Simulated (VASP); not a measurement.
Wanted: the native input for a VASP 6.6.1 run.

- Task: single point
- Functional: PBEsol
- Potentials or basis: VASP PAW PBE potentials, release 64 (Sr_sv, Cl)
- Cutoff: 520 eV
- k mesh: 6 × 6 × 6
- Occupations: fermi-dirac, width 0.05 eV
- Spin: no spin polarisation
- Dipole correction: no
- Further INCAR settings: ALGO = Normal; EDIFF = 1e-06; NBANDS = 19

The structure of SrCl2 lies in POSCAR:

```
SrCl2
1.0
    0.0000000000      3.4540540000      3.4540540000
    3.4540540000      0.0000000000      3.4540540000
    3.4540540000      3.4540540000      0.0000000000
Sr Cl
1 2
Direct
    0.0000000000      0.0000000000      0.0000000000
    0.2500000000      0.2500000000      0.2500000000
    0.7500000000      0.7500000000      0.7500000000
```

One way to write it, as run:

INCAR

```
  PREC = Accurate
  ENCUT = 520
  EDIFF = 1E-6
  ISMEAR = -1
  SIGMA = 0.05
  LREAL = F
  LASPH = T
  NELM = 80
  ALGO = Normal
  ISIF = 2
  LWAVE = F
  LCHARG = F
  GGA = PS
  NBANDS = 19
```

KPOINTS

```
regular mesh
0
Gamma
  6 6 6
```

Potentials or basis: VASP PAW PBE potentials, release 64 (Sr_sv, Cl).

Command:

```bash
$ cat potpaw_PBE.64/Sr_sv/POTCAR potpaw_PBE.64/Cl/POTCAR > POTCAR
$ mpirun -np 1 vasp_std > vasp.out
```

It gave:

* Pressure: 0.1 GPa
* Band gap on the k mesh: 5.24 eV, indirect (least direct gap 5.34 eV)

Caveat: the PAW data sets were made with another functional, which shifts forces and pressure a little.

It took 57 s on 1 thread of AMD EPYC 7R13, on a shared host, peak memory 0.18 GiB.
